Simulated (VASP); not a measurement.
Set up this calculation in VASP 6.6.1, as the native input.

```yaml
Task: single point
Functional: PBE
Potentials_or_basis: VASP PAW PBE potentials, release 64 (Cs_sv, B, H)
Cutoff: 520 eV
k_mesh: 3 × 3 × 3
Occupations: gaussian, width 0.1 eV
Spin: no spin polarisation
Dipole_correction: no
Further_INCAR_settings: ALGO = Normal; EDIFF = 1e-07; NBANDS = 34
```

The structure of Cs3B2H9 lies in POSCAR:

```
Cs3B2H9
1.0
    3.5862750000      2.0705368400      9.0374130000
   -3.5862750000      2.0705368400      9.0374130000
    0.0000000000     -4.1410736700      9.0374130000
Cs B H
3 2 9
Direct
    0.0000000000      0.0000000000      0.0000000000
    0.7777777800      0.7777777800      0.7777777800
    0.2222222200      0.2222222200      0.2222222200
    0.3888888900      0.3888888900      0.3888888900
    0.6111111100      0.6111111100      0.6111111100
    0.5000000000      0.0000000000      0.5000000000
    0.5000000000      0.5000000000      0.0000000000
    0.0000000000      0.5000000000      0.5000000000
    0.2777777800      0.7777777800      0.2777777800
    0.2777777800      0.2777777800      0.7777777800
    0.7777777800      0.2777777800      0.2777777800
    0.7222222200      0.2222222200      0.7222222200
    0.7222222200      0.7222222200      0.2222222200
    0.2222222200      0.7222222200      0.7222222200
```

One way to write it, as run:

INCAR

```
ALGO = Normal ; EDIFF = 1E-7
ENCUT = 520 ; GGA = PE
ISIF = 2 ; ISMEAR = 0
LASPH = True ; LCHARG = False
LREAL = False ; LWAVE = False
NBANDS = 34 ; NELM = 100
PREC = Accurate ; SIGMA = 0.1
```

KPOINTS

```
k-points
0
Gamma
  3 3 3
```

Potentials or basis: VASP PAW PBE potentials, release 64 (Cs_sv, B, H).

Run with:

```console
$ cat potpaw_PBE.64/Cs_sv/POTCAR potpaw_PBE.64/B/POTCAR potpaw_PBE.64/H/POTCAR > POTCAR
$ mpirun -np 1 vasp_std > vasp.out
```

Results of the run:

| Item | Value |
| --- | --- |
| Pressure | -5.2 GPa |
| Largest force | 0.884 eV/Å |
| Band gap on the k mesh | zero (bands 21 and 22 overlap by 0.07 eV) |

Caveat: the cell stands under tension; spin-orbit coupling is left out, which moves the levels of the heavy elements.

It took 6.4 min on 1 thread of AMD EPYC 7R43 64-Core Processor (Zen 3) (shared host), peak memory 0.93 GiB.
